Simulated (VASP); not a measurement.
# GaP (I-4m2) in VASP: a series of runs, part 2 of 2

VASP 6.6.1.

### 5 Single point, r2SCAN (strain +0.040 along x and y, +0.000 along z)

Contents of POSCAR:

```
GaP
1.0
    0.0000000000      2.8342600000      2.7252500000
    2.8342600000      0.0000000000      2.7252500000
    2.8342600000      2.8342600000      0.0000000000
Ga P
1 1
Direct
    0.0000000000      0.0000000000      0.0000000000
    0.7500000000      0.7500000000      0.7500000000
```

Contents of INCAR.step1:

```
PREC = Accurate ; ENCUT = 520
ISMEAR = 0 ; SIGMA = 0.05
LREAL = F ; LASPH = T
NELM = 100 ; NBANDS = 16
GGA = PE ; ALGO = Normal
EDIFF = 1E-4 ; LWAVE = T
LCHARG = F
```

Contents of INCAR.step2:

```
PREC = Accurate ; ENCUT = 520
EDIFF = 1E-7 ; ISMEAR = 0
SIGMA = 0.05 ; LREAL = F
LASPH = T ; NELM = 100
ALGO = Normal ; ISIF = 2
LWAVE = F ; LCHARG = F
METAGGA = R2SCAN ; LMIXTAU = T
NBANDS = 16 ; ISTART = 1
```

Contents of KPOINTS:

```
Automatic mesh
0
Gamma
  8 8 8
```

Potentials or basis: VASP PAW PBE potentials, release 64 (Ga_d, P).

The run is started by

```console
> cat potpaw_PBE.64/Ga_d/POTCAR potpaw_PBE.64/P/POTCAR > POTCAR
> cp INCAR.step1 INCAR
> mpirun -np 1 vasp_std > vasp.out
> cp INCAR.step2 INCAR
> mpirun -np 1 vasp_std > vasp.out
```

OUTCAR:

```text
PREC = Accurate
   ENCUT = 520
   EDIFF = 1E-7
   ISMEAR = 0
   LREAL = F
   LASPH = T
   NELM = 100
   ISIF = 2
   METAGGA = R2SCAN
   ISTART = 1

 ion  position               nearest neighbor table
   1  0.000  0.000  0.000-   2 2.42   2 2.42   2 2.42   2 2.42
   2  0.750  0.750  0.750-   1 2.42   1 2.42   1 2.42   1 2.42

  LATTYP: Found a body centered tetragonal cell.
 ALAT       =     4.0082489313
 C/A-ratio  =     1.3598207331

  Lattice vectors:

 A1 = (   0.0000000000,  -2.8342600000,  -2.7252500000)
 A2 = (   0.0000000000,   2.8342600000,  -2.7252500000)
 A3 = (   2.8342600000,   0.0000000000,   2.7252500000)

Analysis of symmetry for initial positions (statically):
=====================================================================
 Subroutine PRICEL returns:
 Original cell was already a primitive cell.

 Routine SETGRP: Setting up the symmetry group for a
 body centered tetragonal supercell.

 Subroutine GETGRP returns: Found  8 space group operations
 (whereof  8 operations were pure point group operations)
 out of a pool of 16 trial point group operations.

The static configuration has the point symmetry D_2d.

Analysis of symmetry for dynamics (positions and initial velocities):
=====================================================================
 Subroutine PRICEL returns:
 Original cell was already a primitive cell.

 Routine SETGRP: Setting up the symmetry group for a
 body centered tetragonal supercell.

 Subroutine GETGRP returns: Found  8 space group operations
 (whereof  8 operations were pure point group operations)
 out of a pool of 16 trial point group operations.

The dynamic configuration has the point symmetry D_2d.

 Subroutine INISYM returns: Found  8 space group operations
 (whereof  8 operations are pure point group operations),
 and found     1 'primitive' translations

----------------------------------------------------------------------------------------

                                     Primitive cell

  volume of cell :      43.7840

  direct lattice vectors                    reciprocal lattice vectors
     0.000000000  2.834260000  2.725250000    -0.176412891  0.176412891  0.183469406
     2.834260000  0.000000000  2.725250000     0.176412891 -0.176412891  0.183469406
     2.834260000  2.834260000  0.000000000     0.176412891  0.176412891 -0.183469406

  length of vectors
     3.931922851  3.931922851  4.008248931     0.309683773  0.309683773  0.309683773

  position of ions in fractional coordinates (direct lattice)
     0.000000000  0.000000000  0.000000000
     0.750000000  0.750000000  0.750000000

  ion indices of the primitive-cell ions
   primitive index   ion index
                 1           1
                 2           2

----------------------------------------------------------------------------------------

 KPOINTS: Automatic mesh

Automatic generation of k-mesh.
 Grid dimensions read from file:
 generate k-points for:    8    8    8

 Generating k-lattice:

  Cartesian coordinates                     Fractional coordinates (reciprocal lattice)
    -0.022051611  0.022051611  0.022933676     0.125000000  0.000000000  0.000000000
     0.022051611 -0.022051611  0.022933676     0.000000000  0.125000000  0.000000000
     0.022051611  0.022051611 -0.022933676     0.000000000  0.000000000  0.125000000

  Length of vectors
     0.038710472  0.038710472  0.038710472

  Shift w.r.t. Gamma in fractional coordinates (k-lattice)
     0.000000000  0.000000000  0.000000000

 Subroutine IBZKPT returns following result:
 ===========================================

 Found     59 irreducible k-points:

 Following reciprocal coordinates:
            Coordinates               Weight
  0.000000  0.000000  0.000000      1.000000
  0.125000  0.000000  0.000000      8.000000
  0.250000  0.000000  0.000000      8.000000
  0.375000  0.000000  0.000000      8.000000
  0.500000  0.000000  0.000000      4.000000
  0.125000  0.125000  0.000000      2.000000
[... 16 lines left out ...]
  0.250000  0.000000  0.125000     16.000000
  0.375000  0.000000  0.125000     16.000000
 [... further k-points ...]
   k-points           NKPTS =     59   k-points in BZ     NKDIM =     59   number of bands    NBANDS=     16
   number of dos      NEDOS =    301   number of ions     NIONS =      2
   total plane-waves  NPLWV =  27000
   dimension x,y,z NGX =    30 NGY =   30 NGZ =   30
   dimension x,y,z NGXF=    60 NGYF=   60 NGZF=   60
   ions per type =               1   1
   NGX,Y,Z   is equivalent  to a cutoff of  12.68, 12.68, 12.44 a.u.
   NGXF,Y,Z  is equivalent  to a cutoff of  25.37, 25.37, 24.89 a.u.
 SYSTEM =  unknown system
   PREC   = accura    normal or accurate (medium, high low for compatibility)
   ISTART =      1    job   : 0-new  1-cont  2-samecut
   ICHARG =      0    charge: 1-file 2-atom 10-const
   ISPIN  =      1    spin polarized calculation?
   LNONCOLLINEAR =      F non collinear calculations
   LSORBIT =      F    spin-orbit coupling
   LASPH  =      T    aspherical Exc in radial PAW
   ENCUT  =  520.0 eV  38.22 Ry    6.18 a.u.   7.31  7.31  7.45*2*pi/ulx,y,z
   NELM   =    100;   NELMIN=  2; NELMDL=  0     # of ELM steps
   EDIFF  = 0.1E-06   stopping-criterion for ELM
   LREAL  =      F    real-space projection
   EDIFFG = 0.1E-05   stopping-criterion for IOM
   NSW    =      0    number of steps for IOM
   IBRION =     -1    ionic relax: 0-MD 1-quasi-New 2-CG
   NFREE  =      0    steps in history (QN), initial steepest desc. (CG)
   ISIF   =      2    stress and relaxation
   ISYM   =      2    0-nonsym 1-usesym 2-fastsym
   POTIM  = 0.5000    time-step for ionic-motion
   TEBEG  =    0.0;   TEEND  =   0.0 temperature during run
   PSTRESS=    0.0 pullay stress
   NELECT =      18.0000    total number of electrons
   NUPDOWN=      -1.0000    fix difference up-down
   EMIN   =  10.00;   EMAX   =-10.00  energy-range for DOS
   EFERMI =   0.00;   METHOD = LEGACY
   ISMEAR =     0;   SIGMA  =   0.05  broadening in eV -4-tet -1-fermi 0-gaus
   EFERMI_NEDOS =   21; number of points for ismear=-14 and -15
   IALGO  =     38    algorithm
   IMIX   =      4    mixing-type and parameters
     AMIX     =   0.40;   BMIX     =  1.00
     AMIX_MAG =   1.60;   BMIX_MAG =  1.00
  volume/ion in A,a.u.               =      21.89       147.73
  Fermi-wavevector in a.u.,A,eV,Ry     =   1.217289  2.300343 20.161017  1.481793
  Thomas-Fermi vector in A             =   2.352615
   LORBIT       =      0    0 simple, 1 ext, 2 COOP (PROOUT), +10 PAW based schemes
   METAGGA = R2SCAN    functional components
   LHFCALC =     F    Hartree Fock is set to
   AEXX    =    0.0000 exact exchange contribution
   IVDW    =     0    specifies the selected vdW correction
   LEPSILON=     F    determine dielectric tensor
   LRPA    =     F    only Hartree local field effects (RPA)
 non-spin polarized calculation
 Gauss-broadening in eV      SIGMA  =   0.05
  energy-cutoff  :      520.00
  volume of cell :       43.78
 maximum number of plane-waves:      1211
 NGX is ok and might be reduce to    30
   NGX = 15   NGY = 15   NGZ = 15

 number of electron      18.0000007 magnetization

 Free energy of the ion-electron system (eV)
  ---------------------------------------------------
  ext. energy  EPLUGINS =         0.00000000
  ---------------------------------------------------
  free energy    TOTEN  =       -21.38778849 eV

  energy without entropy =      -21.38778849  energy(sigma->0) =      -21.38778849

 E-fermi :   4.1034     XC(G=0): -10.1726

 val. band max:        3.8271951561   @ k =   0.0000   0.0000   0.0000
 cond. band min:       5.3427224266   @ k =   0.0000   0.0000   0.0000
 fundamental gap:      1.5155272705
 Fermi energy:         4.1034176456

 k-point     1 :       0.0000    0.0000    0.0000
  band No.  band energies     occupation
      1     -11.1981      2.00000
      2     -11.1981      2.00000
      3     -11.1870      2.00000
      4     -11.1097      2.00000
      5     -11.1011      2.00000
      6      -8.7483      2.00000
[... 8 lines left out ...]
     15      13.5158      0.00000
     16      14.1716      0.00000
[... 419 lines left out ...]
 k-point    24 :       0.3750    0.0000    0.1250
  band No.  band energies     occupation
      1     -11.2527      2.00000
      2     -11.1756      2.00000
      3     -11.1678      2.00000
      4     -11.1092      2.00000
      5     -11.0980      2.00000
      6      -7.3873      2.00000
[... 8 lines left out ...]
     15      14.6866      0.00000
     16      15.1313      0.00000

 [... further k-points ...]

------------------------ aborting loop because EDIFF is reached ----------------------------------------

  FORCE on cell =-STRESS in cart. coord.  units (eV):
  Direction    XX          YY          ZZ          XY          YZ          ZX
  --------------------------------------------------------------------------------------
  -------------------------------------------------------------------------------------
  Total       -1.8574100     -1.8574100     -1.0530757      0.0000000      0.0000000      0.0000000
  in kB      -67.9677102    -67.9677102    -38.5349202      0.0000000      0.0000000      0.0000000
  external PRESSURE =     -58.1567802 kB  Pullay stress =       0.0000000 kB

 VOLUME and BASIS-vectors are now :
 -----------------------------------------------------------------------------
  energy-cutoff  :      520.00
  volume of cell :       43.78
      direct lattice vectors                 reciprocal lattice vectors
     0.000000000  2.834260000  2.725250000    -0.176412891  0.176412891  0.183469406
     2.834260000  0.000000000  2.725250000     0.176412891 -0.176412891  0.183469406
     2.834260000  2.834260000  0.000000000     0.176412891  0.176412891 -0.183469406

 POSITION                                       TOTAL-FORCE (eV/Angst)
 -----------------------------------------------------------------------------------
      0.00000      0.00000      0.00000        -0.000000     -0.000000     -0.000000
      4.25139      4.25139      4.08788         0.000000      0.000000      0.000000
 -----------------------------------------------------------------------------------
    total drift:                                0.000007      0.000007     -0.000023

  FREE ENERGIE OF THE ION-ELECTRON SYSTEM (eV)
  ---------------------------------------------------
  free  energy   TOTEN  =       -21.3877884893 eV

  energy  without entropy=      -21.3877884893  energy(sigma->0) =      -21.38778849
```

OSZICAR.step1:

```text
N       E                     dE             d eps       ncg     rms          rms(c)
DAV:   1     0.853383803245E+02    0.85338E+02   -0.89814E+03  1904   0.157E+03
DAV:   2    -0.231389734249E+01   -0.87652E+02   -0.83102E+02  2168   0.320E+02
DAV:   3    -0.922541529774E+01   -0.69115E+01   -0.68877E+01  2344   0.683E+01
DAV:   4    -0.934085848562E+01   -0.11544E+00   -0.11542E+00  2400   0.963E+00
DAV:   5    -0.934304587683E+01   -0.21874E-02   -0.21873E-02  2456   0.117E+00    0.390E+00
DAV:   6    -0.911425989859E+01    0.22879E+00   -0.37731E-01  2920   0.961E+00    0.253E+00
DAV:   7    -0.909299586531E+01    0.21264E-01   -0.81456E-02  2544   0.181E+00    0.105E+00
DAV:   8    -0.909337830084E+01   -0.38244E-03   -0.12166E-02  2232   0.130E+00    0.142E-01
DAV:   9    -0.909379066519E+01   -0.41236E-03   -0.12773E-03  2472   0.510E-01    0.862E-02
DAV:  10    -0.909387143863E+01   -0.80773E-04   -0.89269E-05  2032   0.980E-02
   1 F= -.90938714E+01 E0= -.90938714E+01  d E =-.250789E-13
```

Run time: 2.2 min. Hardware: 1 thread of Intel Xeon Platinum 8488C (Sapphire Rapids), shared host; peak memory 0.19 GiB.

Results:

- Free energy: -21.3878 eV
- Pressure: -5.8 GPa
- Band gap on the k mesh: 1.52 eV, direct

Stress tensor (GPa, compression positive):
```
-6.80  0.00  0.00
 0.00 -6.80  0.00
 0.00  0.00 -3.85
```

Levels at points of the mesh, in eV from the valence-band top:
| k point | band 7 | band 8 | band 9 | band 10 | band 11 | band 12 |
| --- | --- | --- | --- | --- | --- | --- |
| (0.00, 0.00, 0.00) | -0.21 | -0.21 | 0.00 | 1.52 | 4.01 | 4.11 |
| (0.50, 0.00, 0.00) | -6.54 | -1.34 | -1.04 | 1.62 | 4.80 | 5.10 |
| (0.50, 0.50, 0.00) | -6.56 | -2.83 | -2.83 | 1.76 | 1.76 | 10.59 |
| (0.50, 0.00, 0.50) | -6.81 | -2.58 | -2.56 | 2.02 | 2.14 | 10.49 |

Caveat: the cell differs from its parent crystal (strain +0.040 along x and y, +0.000 along z); the PAW data sets were made with another functional, which shifts forces and pressure a little.

### 6 Single point, r2SCAN (strain +0.080 along x and y, -0.040 along z)

Contents of POSCAR:

```
GaP
1.0
    0.0000000000      2.9432700000      2.6162400000
    2.9432700000      0.0000000000      2.6162400000
    2.9432700000      2.9432700000      0.0000000000
Ga P
1 1
Direct
    0.0000000000      0.0000000000      0.0000000000
    0.7500000000      0.7500000000      0.7500000000
```

Contents of INCAR.step1:

```
PREC = Accurate
ENCUT = 520
ISMEAR = 0
SIGMA = 0.05
LREAL = F
LASPH = T
NELM = 80
NBANDS = 16
GGA = PE
ALGO = Normal
EDIFF = 1E-4
LWAVE = T
LCHARG = F
```

Contents of INCAR.step2:

```
PREC = Accurate
ENCUT = 520
EDIFF = 1E-7
ISMEAR = 0
SIGMA = 0.05
LREAL = F
LASPH = T
NELM = 80
ALGO = Normal
ISIF = 2
LWAVE = F
LCHARG = T
METAGGA = R2SCAN
LMIXTAU = T
LELF = T
LVHAR = T
NBANDS = 16
ISTART = 1
```

KPOINTS is that of step 5.

Potentials or basis: VASP PAW PBE potentials, release 64 (Ga_d, P).

The run is started by

```console
> cat potpaw_PBE.64/Ga_d/POTCAR potpaw_PBE.64/P/POTCAR > POTCAR
> cp INCAR.step1 INCAR
> mpirun -np 1 vasp_std > vasp.out
> cp INCAR.step2 INCAR
> mpirun -np 1 vasp_std > vasp.out
```

It took 2.5 min on 1 thread of Intel Xeon Platinum 8488C (Sapphire Rapids), shared host; peak memory 0.19 GiB.

It converged, with:

- Free energy: -21.2431 eV
- Pressure: -7.9 GPa
- Band gap on the k mesh: 0.93 eV, direct

Stress tensor (GPa, compression positive):
```
-10.41   0.00   0.00
  0.00 -10.41   0.00
  0.00   0.00  -2.84
```

Levels at points of the mesh, in eV from the valence-band top:
```
           k point  band 5  band 6  band 7  band 8  band 9  band 10  band 11  band 12  band 13  band 14
(0.00, 0.00, 0.00)  -15.13  -12.53   -0.53   -0.53    0.00     0.92     3.73     4.03     4.03     8.55
(0.50, 0.00, 0.00)  -15.12  -10.73   -6.56   -1.75   -0.95     1.12     4.35     5.33     8.30    10.16
(0.50, 0.50, 0.00)  -15.10   -9.68   -6.30   -3.22   -3.22     1.09     1.35    10.06    10.06    11.15
(0.50, 0.00, 0.50)  -15.13  -10.10   -7.00   -2.50   -2.43     2.05     2.21     9.44     9.58    10.01
```

Caveat: the cell differs from its parent crystal (strain +0.080 along x and y, -0.040 along z); the PAW data sets were made with another functional, which shifts forces and pressure a little. A k mesh can miss the band edges.

### 7 The runs side by side

| cell | gap on the mesh (eV) | pressure (GPa) |
| --- | --- | --- |
| a = 3.857, b = 3.857, c = 4.008 Å, angles 58.7, 58.7, 62.6°, 2 atoms | 1.19 | -3.2 |
| a = 3.866, b = 3.866, c = 4.162 Å, angles 57.4, 57.4, 65.1°, 2 atoms | 0.56 | -5.7 |
| a = 4.011, b = 4.011, c = 3.854 Å, angles 61.3, 61.3, 57.4°, 2 atoms | 1.46 | -5.8 |
| a = 3.932, b = 3.932, c = 4.008 Å, angles 59.4, 59.4, 61.3°, 2 atoms | 1.52 | -5.8 |
| a = 3.938, b = 3.938, c = 4.162 Å, angles 58.1, 58.1, 63.8°, 2 atoms | 0.93 | -7.9 |

Alike in all rows: task single point; level r2SCAN; potentials or basis VASP PAW PBE potentials, release 64 (Ga_d, P); no spin polarisation; k mesh 8 × 8 × 8; cutoff (eV) 520; smearing gaussian 0.05 eV.

Caveats: the PAW data sets were made with another functional, which shifts forces and pressure a little.

Total energies depend on the potentials used, so only differences within one code and one set of settings carry meaning.
